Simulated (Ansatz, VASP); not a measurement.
**Two plane-wave programs on EuS**

```
CELL_PARAMETERS angstrom
0.00000 2.97850 2.97850
2.97850 0.00000 2.97850
2.97850 2.97850 0.00000
ATOMIC_POSITIONS crystal
Eu 0.00000 0.00000 0.00000
S 0.50000 0.50000 0.50000
```

Alike in both runs: task single point; functional PBEsol; k mesh 7 × 7 × 7; occupations fermi-dirac, width 0.3 eV; collinear spin.

```csv
,VASP,Ansatz
version,VASP 6.6.1,Ansatz 0.2.0
potentials or method,"VASP PAW PBE potentials, release 64 (Eu, S)","plane waves, PAW"
plane-wave cutoff (eV),600,420
valence electrons in the cell,23,23
```

```csv
,VASP,Ansatz,Ansatz less VASP
gap on the k mesh at the Fermi level (eV),none,none,-
net moment per atom (μB),3.41,3.42,+0.004
size of the moment on the site where the two differ most (μB),6.50,6.65,+0.153
```

VASP's potentials were made for PBE, not for PBEsol. Site moments also hang on the region over which each program counts them. A gap of «none» marks a metal or a gap that the smearing closes. Ansatz's warnings: given moment on shells.

Neither program's run includes spin-orbit coupling.
